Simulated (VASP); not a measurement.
# Be3Cd2S (R-3m) in VASP: further runs, part 2 of 2

VASP 6.6.1.

## (4) Relaxation of cell and atoms, PBE

This run uses another cell than the first one, of 15.37 Å³/atom.

Input file INCAR:

```
PREC = Accurate
ENCUT = 600
EDIFF = 1E-7
ISMEAR = 0
SIGMA = 0.1
LREAL = F
LASPH = T
NELM = 100
ALGO = Normal
ISIF = 3
LWAVE = F
LCHARG = F
GGA = PE
IBRION = 2
NSW = 90
EDIFFG = -0.04
```

Input file KPOINTS:

```
regular mesh
0
Gamma
  6 6 6
```

Input file POSCAR:

```
Be3Cd2S
1.0
    2.5915051800      1.4962062200      3.9651347800
   -2.5915051800      1.4962062200      3.9651347800
    0.0000000000     -2.9924124300      3.9651347800
Be Cd S
3 2 1
Direct
    0.0000000000      0.5000000000      0.0000000000
    0.5000000000      0.0000000000      0.0000000000
    0.0000000000      0.0000000000      0.5000000000
    0.6272294500      0.6272294500      0.6272294500
    0.3727705500      0.3727705500      0.3727705500
    0.0000000000      0.0000000000      0.0000000000
```

Potentials or basis: VASP PAW PBE potentials, release 64 (Be, Cd, S).

Run with:

```console
> cat potpaw_PBE.64/Be/POTCAR potpaw_PBE.64/Cd/POTCAR potpaw_PBE.64/S/POTCAR > POTCAR
> mpirun -np 1 vasp_std > vasp.out
```

OUTCAR:

```text
PREC = Accurate
   ENCUT = 600
   EDIFF = 1E-7
   ISMEAR = 0
   LREAL = F
   LASPH = T
   NELM = 100
   ISIF = 3
   GGA = PE
   IBRION = 2
   NSW = 90
   EDIFFG = -0.04

 ion  position               nearest neighbor table
   1  0.000  0.500  0.000-   6 2.48   6 2.48   4 2.87   5 2.87   5 3.00   4 3.00   4 3.00   5 3.00

   2  0.500  0.000  0.000-   6 2.48   6 2.48   4 2.87   5 2.87   5 3.00   4 3.00   5 3.00   4 3.00

   3  0.000  0.000  0.500-   6 2.48   6 2.48   4 2.87   5 2.87   4 3.00   4 3.00   5 3.00   5 3.00

   4  0.627  0.627  0.627-   1 2.87   2 2.87   3 2.87   3 3.00   3 3.00   1 3.00   2 3.00   1 3.00
                             2 3.00   5 3.03   6 3.03   6 3.03   6 3.03   5 3.14   5 3.14   5 3.14
   5  0.373  0.373  0.373-   1 2.87   2 2.87   3 2.87   3 3.00   3 3.00   2 3.00   1 3.00   1 3.00
                             2 3.00   4 3.03   6 3.03   6 3.03   6 3.03   4 3.14   4 3.14   4 3.14
   6  0.000  0.000  0.000-   1 2.48   2 2.48   1 2.48   2 2.48   3 2.48   3 2.48   4 3.03   5 3.03
                             4 3.03   5 3.03   4 3.03   5 3.03

  LATTYP: Found a trigonal (rhomboedric) cell.
 ALAT       =     4.9675774755
 COS(alpha) =     0.4556918197

  Lattice vectors:

 A1 = (   2.5915051800,   1.4962062200,   3.9651347800)
 A2 = (  -2.5915051800,   1.4962062200,   3.9651347800)
 A3 = (   0.0000000000,  -2.9924124300,   3.9651347800)

Analysis of symmetry for initial positions (statically):
[... 187 lines left out ...]
  Direction    XX          YY          ZZ          XY          YZ          ZX
  --------------------------------------------------------------------------------------
  -------------------------------------------------------------------------------------
  Total       -1.1618669     -1.1618669     -5.3673443      0.0000000     -0.0000000      0.0000000
  in kB      -20.1796778    -20.1796779    -93.2217591      0.0000000     -0.0000001      0.0000000
  external PRESSURE =     -44.5270383 kB  Pullay stress =       0.0000000 kB
[... 227 lines left out ...]
--------------------------------------- Ionic step        7  -------------------------------------------

 number of electron      35.9999999 magnetization

 E-fermi :   5.1245     XC(G=0): -10.6917

 val. band max:        5.0951708779   @ k =   0.5000   0.5000   0.3333
 cond. band min:       5.1390956010   @ k =   0.3333   0.1667   0.1667
 fundamental gap:      0.0439247230
 Fermi energy:         5.1244581756

 k-point     1 :       0.0000    0.0000    0.0000
  band No.  band energies     occupation
      1      -9.5924      2.00000
      2      -4.6931      2.00000
      3      -4.4964      2.00000
      4      -4.4964      2.00000
      5      -4.1655      2.00000
      6      -4.1655      2.00000
[... 670 lines left out ...]
--------------------------------------- Ionic step        9  -------------------------------------------

 number of electron      35.9999992 magnetization

 Free energy of the ion-electron system (eV)
  ---------------------------------------------------
  ext. energy  EPLUGINS =         0.00000000
  ---------------------------------------------------
  free energy    TOTEN  =       -14.73299703 eV

  energy without entropy =      -14.72608917  energy(sigma->0) =      -14.72954310

 E-fermi :   5.2016     XC(G=0): -10.7422

 val. band max:        5.1840681464   @ k =   0.5000   0.5000   0.3333
 cond. band min:       5.2233546909   @ k =   0.3333   0.1667   0.1667
 fundamental gap:      0.0392865445
 Fermi energy:         5.2015621264

 k-point     1 :       0.0000    0.0000    0.0000
  band No.  band energies     occupation
      1      -9.5776      2.00000
      2      -4.5534      2.00000
      3      -4.4072      2.00000
      4      -4.4072      2.00000
      5      -4.0864      2.00000
      6      -4.0864      2.00000
[... 624 lines left out ...]
  FREE ENERGIE OF THE ION-ELECTRON SYSTEM (eV)
  ---------------------------------------------------
  free  energy   TOTEN  =       -14.7329970284 eV

  energy  without entropy=      -14.7260891682  energy(sigma->0) =      -14.72954310

 reached required accuracy - stopping structural energy minimisation
```

OSZICAR:

```text
N       E                     dE             d eps       ncg     rms          rms(c)
DAV:   1     0.230221132566E+03    0.23022E+03   -0.18854E+04  1408   0.169E+03
DAV:   2    -0.203985173391E+01   -0.23226E+03   -0.22635E+03  1522   0.373E+02
DAV:   3    -0.148890073218E+02   -0.12849E+02   -0.12673E+02  1802   0.852E+01
[... 97 lines left out ...]
DAV:   5    -0.147329946822E+02    0.21435E-04   -0.73747E-05  1678   0.970E-02    0.160E-02
DAV:   6    -0.147329964017E+02   -0.17195E-05   -0.78197E-06  1558   0.247E-02    0.717E-03
DAV:   7    -0.147329969173E+02   -0.51555E-06   -0.88885E-07  1666   0.846E-03    0.210E-03
DAV:   8    -0.147329970459E+02   -0.12863E-06   -0.77915E-08   776   0.198E-03    0.711E-04
DAV:   9    -0.147329970284E+02    0.17516E-07   -0.19904E-08   776   0.966E-04
   9 F= -.14732997E+02 E0= -.14729543E+02  d E =-.242171E-01
```

CONTCAR:

```text
Be3Cd2S
   1.00000000000000
     2.6924753925175735    1.5545013994434485    3.4760995580558522
    -2.6924753925175735    1.5545013994434485    3.4760995580558522
    -0.0000000000000000   -3.1090027898352450    3.4760995585413035
  Be              Cd              S
     3     2     1
Direct
     0.0000000000000000    0.5000000000000000    0.0000000000000000
     0.5000000000000000    0.0000000000000000    0.0000000000000000
     0.0000000000000000    0.0000000000000000    0.5000000000000000
     0.6315879914913404    0.6315879914913404    0.6315879914915160
     0.3684120085086597    0.3684120085086597    0.3684120085084840
     0.0000000000000000    0.0000000000000000    0.0000000000000000

  0.00000000E+00  0.00000000E+00  0.00000000E+00
  0.00000000E+00  0.00000000E+00  0.00000000E+00
  0.00000000E+00  0.00000000E+00  0.00000000E+00
  0.00000000E+00  0.00000000E+00  0.00000000E+00
  0.00000000E+00  0.00000000E+00  0.00000000E+00
  0.00000000E+00  0.00000000E+00  0.00000000E+00
```

Run time: 16 min. Hardware: 1 thread of Intel Xeon 8259CL, shared host; peak memory 0.31 GiB.

Results:

```
Free energy                           : -14.7330 eV
Relaxed volume                        : 14.55 Å³/atom
Relaxed cell                          : a = 4.664 Å, b = 4.664 Å, c = 4.664 Å, α = 70.53°, β = 70.53°, γ = 70.53°
Space group after relaxing (to 0.1 Å) : R-3m (No. 166)
Energy gained by relaxing             : 79.7 meV/atom
Ionic steps                           : 9
Pressure after relaxing               : -0.1 GPa
Largest force after relaxing          : 0.022 eV/Å
Band gap on the k mesh                : zero (bands 18 and 19 overlap by 1.31 eV)
```

Forces on the atoms (eV/Å):
```
Be   0.000  0.000  0.000
Be   0.000  0.000  0.000
Be   0.000  0.000  0.000
Cd   0.000  0.000 -0.022
Cd   0.000  0.000  0.022
S    0.000  0.000  0.000
```

Step by step:
| step | energy change (eV) | largest force (eV/Å) | pressure (GPa) | volume (Å³) |
| --- | --- | --- | --- | --- |
| 1 | 0.0000 | 0.3711 | -4.45 | 92.25 |
| 2 | -0.2041 | 0.2188 | -0.42 | 86.62 |
| 3 | -0.2516 | 0.0097 | 3.33 | 82.95 |
| 4 | -0.3485 | 0.7385 | 4.25 | 82.86 |
| 5 | -0.3484 | 0.7757 | 4.31 | 82.85 |
| 6 | -0.4537 | 0.4578 | -0.74 | 87.98 |
| 7 | -0.4542 | 0.4376 | -1.04 | 88.35 |
| 8 | -0.4750 | 0.1456 | -0.46 | 87.69 |
| 9 | -0.4784 | 0.0221 | -0.05 | 87.29 |

Final structure:
```cif
data_structure
_symmetry_space_group_name_H-M 'P 1'
_symmetry_Int_Tables_number 1
_cell_length_a 4.6636
_cell_length_b 4.6636
_cell_length_c 4.6636
_cell_angle_alpha 70.527
_cell_angle_beta 70.527
_cell_angle_gamma 70.527
_cell_volume 87.29
loop_
_atom_site_label
_atom_site_type_symbol
_atom_site_fract_x
_atom_site_fract_y
_atom_site_fract_z
_atom_site_occupancy
Be1 Be 0.00000 0.50000 0.00000 1
Be2 Be 0.50000 0.00000 0.00000 1
Be3 Be 0.00000 0.00000 0.50000 1
Cd1 Cd 0.63159 0.63159 0.63159 1
Cd2 Cd 0.36841 0.36841 0.36841 1
S1 S 0.00000 0.00000 0.00000 1
```

Levels at points of the mesh, in eV from the Fermi level:
```csv
k point,band 16,band 17,band 18,band 19,band 20,band 21
"(0.00, 0.00, 0.00)",-1.63,-0.81,-0.81,0.89,1.01,1.01
"(0.50, 0.00, 0.00)",-1.97,-1.11,-0.88,0.77,1.39,1.54
"(0.50, 0.50, 0.00)",-3.89,-1.01,0.45,1.97,2.20,2.53
"(0.50, 0.50, 0.50)",-2.95,-2.95,-2.18,0.27,1.91,2.29
```

## (5) Single point, PBE

Input file INCAR:

```
SYSTEM = Be3Cd2S
ALGO = Normal
EDIFF = 1E-6
ENCUT = 520
GGA = PE
ISIF = 2
ISMEAR = 0
LASPH = .True.
LCHARG = .True.
LELF = .True.
LREAL = .False.
LVHAR = .True.
LWAVE = .False.
NBANDS = 27
NELM = 80
PREC = Accurate
SIGMA = 0.1
```

Input file KPOINTS:

```
k-points
0
Gamma
  12 12 12
  0 0 0
```

Input file POSCAR:

```
Be3Cd2S
1.0
    2.6912897823      1.5538168803      3.4715709971
   -2.6912897823      1.5538168803      3.4715709971
    0.0000000000     -3.1076337606      3.4715709971
Be Cd S
3 2 1
Direct
    0.0000000000      0.5000000000      0.0000000000
    0.5000000000      0.0000000000      0.0000000000
    0.0000000000      0.0000000000      0.5000000000
    0.6312363497      0.6312363497      0.6312363497
    0.3687636503      0.3687636503      0.3687636503
    0.0000000000      0.0000000000      0.0000000000
```

Run with:

```console
> cat potpaw_PBE.64/Be/POTCAR potpaw_PBE.64/Cd/POTCAR potpaw_PBE.64/S/POTCAR > POTCAR
> mpirun -np 1 vasp_std > vasp.out
```

Wall time 9.4 min (1 thread of Intel Xeon 8259CL, shared host); peak memory 0.5 GiB.

The run converged. Its results:

* Free energy: -14.7561 eV
* Pressure: 0.2 GPa
* Largest force: 0.018 eV/Å
* Band gap on the k mesh: zero (bands 18 and 19 overlap by 1.30 eV)

Forces on the atoms (eV/Å):
```
Be   0.000  0.000  0.000
Be   0.000  0.000  0.000
Be   0.000  0.000  0.000
Cd   0.000  0.000  0.018
Cd   0.000  0.000 -0.018
S    0.000  0.000  0.000
```

Levels at points of the mesh, in eV from the Fermi level:
```tsv
k point	band 16	band 17	band 18	band 19	band 20	band 21
(0.00, 0.00, 0.00)	-1.59	-0.78	-0.78	0.93	1.04	1.04
(0.50, 0.00, 0.00)	-1.95	-1.08	-0.86	0.80	1.42	1.58
(0.50, 0.50, 0.00)	-3.86	-0.99	0.47	2.00	2.23	2.56
(0.50, 0.50, 0.50)	-2.93	-2.93	-2.16	0.30	1.96	2.32
```

## (6) Summary

| task | cell | k mesh | cutoff (eV) | gap on the mesh (eV) | pressure (GPa) | largest force (eV/Å) |
| --- | --- | --- | --- | --- | --- | --- |
| single point | a = 4.657 Å, angles 70.7°, 6 atoms, atomic positions A | 6 × 6 × 6 | 520 | none | 0.1 | 0.02 |
| single point | a = 4.968 Å, angles 62.9°, 6 atoms, atomic positions B | 6 × 6 × 6 | 520 | none | -4.4 | 0.37 |
| relaxation of cell and atoms | relaxed from a = 4.968 Å, angles 62.9°, 6 atoms, atomic positions B | 6 × 6 × 6 | 600 | none | -0.1 | 0.02 |
| single point | a = 4.659 Å, angles 70.6°, 6 atoms, atomic positions C | 12 × 12 × 12 | 520 | none | 0.2 | 0.02 |

Alike in all rows: level PBE; potentials or basis VASP PAW PBE potentials, release 64 (Be, Cd, S); no spin polarisation; smearing gaussian 0.1 eV.

Caveats: the stress differs along the axes, from -9 to -2 GPa (at least some runs).

Total energies depend on the potentials used, so only differences within one code and one set of settings carry meaning.

The gap in the log of VASP goes by the Fermi energy; the results here count the filled bands.